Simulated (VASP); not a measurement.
# NaAl18 in VASP: a series of runs, part 2 of 2

VASP 6.6.1. The steps go on from the part before.

### Step 3. Single point, PBE

Input file INCAR:

```
SYSTEM = NaAl18
  PREC = Accurate
  ENCUT = 520
  EDIFF = 1E-6
  ISMEAR = -1
  SIGMA = 0.1
  LREAL = Auto
  LASPH = .True.
  NELM = 80
  ALGO = Normal
  ISIF = 2
  LWAVE = .False.
  LCHARG = .False.
  GGA = PE
  NBANDS = 46
```

Input file KPOINTS:

```
regular mesh
0
Gamma
  3 2 1
  0 0 0
```

Input file POSCAR:

```
NaAl18
1.0
    5.7275650000      0.0000000000      0.0000000000
    4.2956740000      7.4403250000      0.0000000000
    0.0000000000      0.0000000000     15.6765370000
Al Na
18 1
Direct
    0.1666666600      0.1111111100      0.0637896000
    0.6666666500      0.1111111100      0.0637896000
    0.1666666400      0.4444444500      0.0637896000
    0.6666666300      0.4444444500      0.0637896000
    0.1666666200      0.7777777900      0.0637896000
    0.6666666100      0.7777777900      0.0637896000
   -0.1672442655      0.2228563002      0.2135509834
    0.3342231177      0.2211254880      0.2142300315
   -0.1650032539      0.5539502724      0.2127026275
    0.3334061499      0.5548681854      0.2138394663
   -0.1684191690      0.8899013424      0.2146185748
    0.3334417583      0.8898484265      0.2142684097
   -0.0055799089      0.0066681324      0.3617112989
    0.5006490564     -0.0005954471      0.3665618887
    0.0020453216      0.3320866145      0.3639955418
    0.4983000252      0.3342324942      0.3651783139
   -0.0026173525      0.6632441497      0.3616499660
    0.5081147227      0.6627597089      0.3615722215
    0.1649084566      0.7803873520      0.5243282606
```

Potentials or basis: VASP PAW PBE potentials, release 64 (Al, Na_pv).

Command:

```bash
$ cat potpaw_PBE.64/Al/POTCAR potpaw_PBE.64/Na_pv/POTCAR > POTCAR
$ mpirun -np 1 vasp_std > vasp.out
```

OUTCAR:

```text
SYSTEM = NaAl18
   PREC = Accurate
   ENCUT = 520
   EDIFF = 1E-6
   ISMEAR = -1
   LREAL = Auto
   LASPH = .True.
   NELM = 80
   ISIF = 2
   GGA = PE

 ion  position               nearest neighbor table
   1  0.167  0.111  0.064-   6 2.86   2 2.86   3 2.86   5 2.86   4 2.86   2 2.86   7 2.87  12 2.88
                             8 2.88
   2  0.667  0.111  0.064-   5 2.86   1 2.86   3 2.86   4 2.86   6 2.86   1 2.86   7 2.87   8 2.88
                            11 2.88
   3  0.167  0.444  0.064-   9 2.86   4 2.86   2 2.86   1 2.86   5 2.86   6 2.86   4 2.86  10 2.87
                             8 2.88
   4  0.667  0.444  0.064-   9 2.86   3 2.86   5 2.86   2 2.86   6 2.86   1 2.86   3 2.86   7 2.87
                            10 2.88
   5  0.167  0.778  0.064-   2 2.86   6 2.86   4 2.86   1 2.86   3 2.86   6 2.86  10 2.88  12 2.89
                            11 2.89
   6  0.667  0.778  0.064-   1 2.86   5 2.86   4 2.86   2 2.86   3 2.86   5 2.86   9 2.87  12 2.88
                            11 2.88
   7  0.833  0.223  0.214-  13 2.83   9 2.85  10 2.86   8 2.86  11 2.86  12 2.86   8 2.86   4 2.87
                             2 2.87   1 2.87  15 2.88  16 2.90
   8  0.334  0.221  0.214-  11 2.85  12 2.85   9 2.86   7 2.86   7 2.86  10 2.86  15 2.87   2 2.88
                             1 2.88   3 2.88  16 2.89  14 2.90
   9  0.835  0.554  0.213-  17 2.84  18 2.84   7 2.85   3 2.86   4 2.86  10 2.86   8 2.86   6 2.87
[... 4 lines left out ...]
                             2 2.88   6 2.88   5 2.89  14 2.89
  12  0.333  0.890  0.214-   8 2.85  11 2.85  13 2.86  18 2.86   7 2.86  11 2.87   1 2.88  10 2.88
                             9 2.88   6 2.88   5 2.89  14 2.90
  13  0.994  0.007  0.362-  15 2.82   7 2.83  16 2.83  11 2.85  12 2.86  14 2.86  14 2.87  17 2.94
                            18 2.95  19 3.06
  14  0.501  0.999  0.367-  15 2.86  13 2.86  17 2.87  13 2.87  16 2.87  18 2.87  11 2.89  12 2.90
                             8 2.90
  15  0.002  0.332  0.364-  13 2.82  17 2.83  18 2.84  16 2.85  14 2.86   8 2.87  16 2.88   7 2.88
                             9 2.89
  16  0.498  0.334  0.365-  13 2.83  17 2.85  18 2.85  15 2.85  14 2.87  15 2.88  10 2.89   8 2.89
                             7 2.90
  17  0.997  0.663  0.362-  18 2.80  15 2.83   9 2.84  16 2.85  10 2.85  11 2.86  14 2.87  18 2.92
                            13 2.94  19 3.07
  18  0.508  0.663  0.362-  17 2.80  15 2.84   9 2.84  16 2.85  10 2.86  12 2.86  14 2.87  17 2.92
                            13 2.95  19 3.07
  19  0.165  0.780  0.524-  13 3.06  17 3.07  18 3.07

  LATTYP: Found a simple monoclinic cell.
 ALAT       =     5.7275650000
 B/A-ratio  =     2.7370334514
 C/A-ratio  =     1.3228756151
 COS(beta)  =    -0.1889822093

  Lattice vectors:

 A1 = (   5.7275650000,   0.0000000000,   0.0000000000)
 A2 = (   0.0000000000,   0.0000000000, -15.6765370000)
 A3 = (  -1.4318910000,   7.4403250000,   0.0000000000)

Analysis of symmetry for initial positions (statically):
=====================================================================
 Subroutine PRICEL returns:
 Original cell was already a primitive cell.

 Routine SETGRP: Setting up the symmetry group for a
 simple monoclinic supercell.

 Subroutine GETGRP returns: Found  1 space group operations
 (whereof  1 operations were pure point group operations)
 out of a pool of  4 trial point group operations.

The static configuration has the point symmetry C_1 .

Analysis of symmetry for dynamics (positions and initial velocities):
=====================================================================
 Subroutine PRICEL returns:
[... 116 lines left out ...]

 Following reciprocal coordinates:
            Coordinates               Weight
  0.000000  0.000000  0.000000      1.000000
  0.333333  0.000000  0.000000      2.000000
  0.000000  0.500000  0.000000      1.000000
  0.333333  0.500000  0.000000      2.000000
   k-points           NKPTS =      4   k-points in BZ     NKDIM =      4   number of bands    NBANDS=     46
   number of dos      NEDOS =    301   number of ions     NIONS =     19
   total plane-waves  NPLWV = 368640
   dimension x,y,z NGX =    48 NGY =   64 NGZ =  120
   dimension x,y,z NGXF=    96 NGYF=  128 NGZF=  240
   ions per type =              18   1
   NGX,Y,Z   is equivalent  to a cutoff of  13.93, 12.38, 12.73 a.u.
   NGXF,Y,Z  is equivalent  to a cutoff of  27.86, 24.77, 25.45 a.u.
 SYSTEM =  NaAl18
   PREC   = accura    normal or accurate (medium, high low for compatibility)
   ISTART =      0    job   : 0-new  1-cont  2-samecut
   ICHARG =      2    charge: 1-file 2-atom 10-const
   ISPIN  =      1    spin polarized calculation?
   LNONCOLLINEAR =      F non collinear calculations
   LSORBIT =      F    spin-orbit coupling
   LASPH  =      T    aspherical Exc in radial PAW
   ENCUT  =  520.0 eV  38.22 Ry    6.18 a.u.  10.65 15.97 29.15*2*pi/ulx,y,z
   NELM   =     80;   NELMIN=  2; NELMDL= -5     # of ELM steps
   EDIFF  = 0.1E-05   stopping-criterion for ELM
   LREAL  =      T    real-space projection
   EDIFFG = 0.1E-04   stopping-criterion for IOM
   NSW    =      0    number of steps for IOM
   IBRION =     -1    ionic relax: 0-MD 1-quasi-New 2-CG
   NFREE  =      0    steps in history (QN), initial steepest desc. (CG)
   ISIF   =      2    stress and relaxation
   ISYM   =      2    0-nonsym 1-usesym 2-fastsym
   POTIM  = 0.5000    time-step for ionic-motion
   TEBEG  =    0.0;   TEEND  =   0.0 temperature during run
   PSTRESS=    0.0 pullay stress
   NELECT =      61.0000    total number of electrons
   NUPDOWN=      -1.0000    fix difference up-down
   EMIN   =  10.00;   EMAX   =-10.00  energy-range for DOS
   EFERMI =   0.00;   METHOD = LEGACY
   ISMEAR =    -1;   SIGMA  =   0.10  broadening in eV -4-tet -1-fermi 0-gaus
   EFERMI_NEDOS =   21; number of points for ismear=-14 and -15
   IALGO  =     38    algorithm
   IMIX   =      4    mixing-type and parameters
     AMIX     =   0.40;   BMIX     =  1.00
     AMIX_MAG =   1.60;   BMIX_MAG =  1.00
  volume/ion in A,a.u.               =      35.16       237.28
  Fermi-wavevector in a.u.,A,eV,Ry     =   0.737192  1.393091  7.394119  0.543452
  Thomas-Fermi vector in A             =   1.830814
   LORBIT       =      0    0 simple, 1 ext, 2 COOP (PROOUT), +10 PAW based schemes
   GGA     = PE    functional components
[... 5 lines left out ...]
 non-spin polarized calculation
  energy-cutoff  :      520.00
  volume of cell :      668.05
 maximum number of plane-waves:     17998
 NGX is ok and might be reduce to    42
   NGX = 21   NGY = 31   NGZ = 59

 number of electron      61.0000001 magnetization

 Free energy of the ion-electron system (eV)
  ---------------------------------------------------
  ext. energy  EPLUGINS =         0.00000000
  ---------------------------------------------------
  free energy    TOTEN  =       -65.22146132 eV

  energy without entropy =      -64.80473825  energy(sigma->0) =      -65.01309979

 E-fermi :   1.9457     XC(G=0):  -5.9963

 val. band max:        1.8976763417   @ k =   0.0000   0.0000   0.0000
 cond. band min:       2.0240784156   @ k =   0.3333   0.0000   0.0000
 fundamental gap:      0.1264020739
 Fermi energy:         1.9457353774

 k-point     1 :       0.0000    0.0000    0.0000
  band No.  band energies     occupation
      1     -23.8352      2.00000
      2     -23.8344      2.00000
      3     -23.8291      2.00000
      4      -8.3338      2.00000
      5      -6.6304      2.00000
      6      -5.7117      2.00000
[... 169 lines left out ...]
     41       4.3760      0.00000
     42       4.4012      0.00000
 [bands above 42 left out]

------------------------ aborting loop because EDIFF is reached ----------------------------------------

  FORCE on cell =-STRESS in cart. coord.  units (eV):
  Direction    XX          YY          ZZ          XY          YZ          ZX
  --------------------------------------------------------------------------------------
  -------------------------------------------------------------------------------------
  Total       -5.3658177     -5.4161445     -0.2904806      0.0096380      0.0039832      0.0033323
  in kB      -12.8686927    -12.9893902     -0.6966516      0.0231147      0.0095527      0.0079919
  external PRESSURE =      -8.8515782 kB  Pullay stress =       0.0000000 kB

 VOLUME and BASIS-vectors are now :
 -----------------------------------------------------------------------------
  energy-cutoff  :      520.00
  volume of cell :      668.05
      direct lattice vectors                 reciprocal lattice vectors
     5.727565000  0.000000000  0.000000000     0.174594265 -0.100802054  0.000000000
     4.295674000  7.440325000  0.000000000     0.000000000  0.134402731  0.000000000
     0.000000000  0.000000000 15.676537000     0.000000000  0.000000000  0.063789598

 POSITION                                       TOTAL-FORCE (eV/Angst)
 -----------------------------------------------------------------------------------
      1.43189      0.82670      1.00000         0.017683      0.006524     -0.005524
      4.29567      0.82670      1.00000        -0.015228      0.017558      0.004425
      2.86378      3.30681      1.00000         0.008693     -0.044988     -0.011744
      5.72756      3.30681      1.00000        -0.012361     -0.002065     -0.031100
      4.29567      5.78692      1.00000         0.019301      0.011856      0.047485
      7.15946      5.78692      1.00000        -0.019054      0.012755      0.008247
[... 11 lines left out ...]
      5.75726      4.93115      5.66820         0.001901     -0.001385     -0.000769
      4.29681      5.80634      8.21965         0.000329      0.001415     -0.001022
 -----------------------------------------------------------------------------------
    total drift:                               -0.003960     -0.002537     -0.006042

  FREE ENERGIE OF THE ION-ELECTRON SYSTEM (eV)
  ---------------------------------------------------
  free  energy   TOTEN  =       -65.2214613225 eV

  energy  without entropy=      -64.8047382526  energy(sigma->0) =      -65.01309979
```

Wall time 2.3 min (1 thread of Intel Xeon 6975P-C (Granite Rapids), shared host); peak memory 0.7 GiB.

Results:

```
Free energy   : -65.2215 eV
Largest force : 0.053 eV/Å
```

Forces in eV/Å, atoms in the order of the input:
```
Al   0.018  0.007 -0.006
Al  -0.015  0.018  0.004
Al   0.009 -0.045 -0.012
Al  -0.012 -0.002 -0.031
Al   0.019  0.012  0.047
Al  -0.019  0.013  0.008
Al   0.000 -0.001 -0.005
Al   0.001  0.003 -0.010
Al   0.002 -0.002 -0.006
Al   0.001 -0.003 -0.006
Al  -0.002  0.001 -0.001
Al   0.003  0.002 -0.007
Al  -0.003  0.002  0.002
Al   0.000  0.003  0.006
Al   0.000 -0.002  0.005
Al  -0.004 -0.003  0.008
Al   0.000 -0.002  0.004
Al   0.002 -0.001 -0.001
Na   0.000  0.001 -0.001
```

Caveat: the k points lie up to 0.42 Å⁻¹ apart.

### Step 4. Single point, PBE

Input file INCAR:

```
SYSTEM = NaAl18
PREC = Accurate
ENCUT = 520
EDIFF = 1E-6
ISMEAR = -1
SIGMA = 0.1
LREAL = Auto
LASPH = .True.
NELM = 80
ALGO = Normal
ISIF = 2
LWAVE = .False.
LCHARG = .False.
GGA = PE
NBANDS = 46
```

Input file KPOINTS:

```
Automatic mesh
0
Gamma
  3 2 1
  0 0 0
```

Input file POSCAR:

```
NaAl18
1.0
    5.7275650000      0.0000000000      0.0000000000
    4.2956740000      7.4403250000      0.0000000000
    0.0000000000      0.0000000000     15.6765370000
Al Na
18 1
Direct
    0.1666665958      0.1111111410      0.0637895984
    0.6666666831      0.1111111410      0.0637895984
    0.1666667458      0.4444444295      0.0637895984
    0.6666666585      0.4444444295      0.0637895984
    0.1666666204      0.7777778524      0.0637895984
    0.6666667077      0.7777778524      0.0637895984
   -0.1647124279      0.2212677538      0.2139068724
    0.3328683187      0.2212824037      0.2136105059
   -0.1659117704      0.5547638040      0.2136996838
    0.3328125630      0.5560469469      0.2143639249
   -0.1677662359      0.8900717375      0.2136631324
    0.3329891779      0.8896396327      0.2134598349
    0.0010498526     -0.0004788769      0.3648967881
    0.4984573035      0.0007773854      0.3640182778
   -0.0000380292      0.3329886799      0.3661413870
    0.5051736713      0.3267310232      0.3615485997
   -0.0081360360      0.6701902135      0.3616292935
    0.5030101358      0.6698028648      0.3614903598
    0.3353754871      0.5542662451      0.5235993128
```

Command:

```bash
$ cat potpaw_PBE.64/Al/POTCAR potpaw_PBE.64/Na_pv/POTCAR > POTCAR
$ mpirun -np 1 vasp_std > vasp.out
```

It took 2.3 min on 1 thread of Intel Xeon 6975P-C (Granite Rapids), shared host; peak memory 0.7 GiB.

It converged, with:

- Free energy: -65.2278 eV
- Largest force: 0.043 eV/Å

Forces on the atoms (eV/Å):
```
Al   0.003 -0.019 -0.039
Al   0.000  0.000 -0.010
Al   0.009 -0.011  0.026
Al  -0.013 -0.004  0.018
Al   0.009  0.018  0.023
Al  -0.008  0.019 -0.008
Al   0.000 -0.001 -0.003
Al   0.000 -0.002 -0.007
Al   0.001  0.001 -0.003
Al   0.001  0.002 -0.004
Al   0.001  0.000 -0.006
Al   0.001  0.001 -0.010
Al   0.000  0.000  0.007
Al   0.000  0.004  0.005
Al  -0.002 -0.001  0.006
Al   0.001 -0.005  0.002
Al   0.001  0.004  0.002
Al  -0.002 -0.001  0.002
Na   0.000 -0.003 -0.001
```

Levels at points of the mesh, in eV from the Fermi level:
```csv
k point,band 27,band 28,band 29,band 30,band 31,band 32,band 33,band 34,band 35,band 36
"(0.00, 0.00, 0.00)",-0.60,-0.33,-0.17,-0.13,-0.11,-0.04,0.09,0.14,1.23,1.29
"(0.00, 0.50, 0.00)",-1.40,-0.34,-0.32,-0.16,-0.13,-0.10,-0.09,0.33,0.85,1.23
```

Caveat: the k points lie up to 0.42 Å⁻¹ apart.

### Step 5. Single point, PBE

Edit INCAR of step 4 so:

```diff
@@ -3,3 +3,3 @@
 ENCUT = 520
-EDIFF = 1E-6
+EDIFF = 1E-7
 ISMEAR = -1
@@ -8,3 +8,3 @@
 LASPH = .True.
-NELM = 80
+NELM = 100
 ALGO = Normal
```

Input file KPOINTS:

```
regular mesh
0
Gamma
  3 2 1
  0 0 0
```

Input file POSCAR:

```
NaAl18
1.0
    5.7275650000      0.0000000000      0.0000000000
    4.2956740000      7.4403250000      0.0000000000
    0.0000000000      0.0000000000     15.6765370000
Al Na
18 1
Direct
    0.1666665958      0.1111111410      0.0637895984
    0.6666666831      0.1111111410      0.0637895984
    0.1666667458      0.4444444295      0.0637895984
    0.6666666585      0.4444444295      0.0637895984
    0.1666666204      0.7777778524      0.0637895984
    0.6666667077      0.7777778524      0.0637895984
   -0.1658525276      0.2219679920      0.2145427909
    0.3327883507      0.2220999755      0.2140114874
   -0.1662953445      0.5549765635      0.2128903852
    0.3327399241      0.5561938491      0.2141751077
   -0.1687922568      0.8913499074      0.2136663856
    0.3318065882      0.8911198100      0.2134375086
   -0.0000400245      0.0001611489      0.3657347283
    0.4978774801      0.0021613303      0.3646255547
   -0.0003956923      0.3334969911      0.3660477438
    0.5026734938      0.3304354312      0.3640573808
   -0.0098091839      0.6703310675      0.3602966650
    0.5037188654      0.6701820149      0.3605627952
    0.3024936719      0.5928280015      0.5239222795
```

Command:

```bash
$ cat potpaw_PBE.64/Al/POTCAR potpaw_PBE.64/Na_pv/POTCAR > POTCAR
$ mpirun -np 1 vasp_std > vasp.out
```

Run time: 2.5 min. Hardware: 1 thread of Intel Xeon 6975P-C (Granite Rapids), shared host; peak memory 0.7 GiB.

The run converged. Its results:

| Quantity | Value |
| --- | --- |
| Free energy | -65.2227 eV |
| Largest force | 0.033 eV/Å |

Forces in eV/Å, atoms in the order of the input:
```
Al   0.004 -0.007 -0.032
Al  -0.003  0.010 -0.007
Al   0.013 -0.018  0.011
Al  -0.017 -0.009  0.005
Al   0.011  0.017  0.021
Al  -0.011  0.024 -0.019
Al  -0.001  0.001  0.007
Al   0.000  0.000  0.008
Al   0.002  0.001  0.011
Al   0.001  0.001  0.010
Al   0.001  0.000  0.006
Al   0.000 -0.001  0.006
Al   0.000  0.000 -0.003
Al   0.000  0.003 -0.007
Al  -0.003  0.001 -0.005
Al  -0.003 -0.001 -0.009
Al   0.000  0.004 -0.003
Al   0.000  0.001 -0.004
Na   0.003 -0.027  0.002
```

Levels at points of the mesh, in eV from the Fermi level:
| k point | band 29 | band 30 | band 31 | band 32 | band 33 | band 34 |
| --- | --- | --- | --- | --- | --- | --- |
| (0.00, 0.00, 0.00) | -0.16 | -0.14 | -0.11 | -0.05 | 0.09 | 0.14 |
| (0.00, 0.50, 0.00) | -0.32 | -0.16 | -0.13 | -0.11 | -0.09 | 0.33 |

Caveat: the k points lie up to 0.42 Å⁻¹ apart.
